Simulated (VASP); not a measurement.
Here is a VASP 6.6.1 calculation.

Contents of POSCAR:

```
CaO
1.0
    0.0000000000      2.4869759078      2.4869759078
    2.4869759078      0.0000000000      2.4869759078
    2.4869759078      2.4869759078      0.0000000000
Ca O
1 1
Direct
    0.0000000000      0.0000000000      0.0000000000
    0.5000000000      0.5000000000      0.5000000000
```

The input INCAR.step1:

```
PREC = Accurate
ENCUT = 520
ISMEAR = 0
SIGMA = 0.01
LREAL = F
LASPH = T
NELM = 100
NBANDS = 15
GGA = PE
ALGO = Normal
EDIFF = 1E-4
LWAVE = T
LCHARG = F
```

File INCAR.step2:

```
PREC = Accurate
ENCUT = 520
EDIFF = 1E-7
ISMEAR = 0
SIGMA = 0.01
LREAL = F
LASPH = T
NELM = 100
ALGO = Normal
ISIF = 2
LWAVE = F
LCHARG = T
METAGGA = R2SCAN
LMIXTAU = T
LELF = T
LVHAR = T
NBANDS = 15
ISTART = 1
```

KPOINTS

```
regular mesh
0
Gamma
  10 10 10
```

Potentials or basis: VASP PAW PBE potentials, release 64 (Ca_sv, O).

The run is started by

```bash
$ cat potpaw_PBE.64/Ca_sv/POTCAR potpaw_PBE.64/O/POTCAR > POTCAR
$ cp INCAR.step1 INCAR
$ mpirun -np 1 vasp_std > vasp.out
$ cp INCAR.step2 INCAR
$ mpirun -np 1 vasp_std > vasp.out
```

Problem. What does it give for the pressure?

Solution. -9.5 GPa.

Problem. Estimate the band gap on the k mesh.

Solution. 4.19 eV, indirect (least direct gap 4.58 eV).

Caveat: the cell differs from its parent crystal (strain +3.7%); the PAW data sets were made with another functional, which shifts forces and pressure a little. A k mesh can miss the band edges.
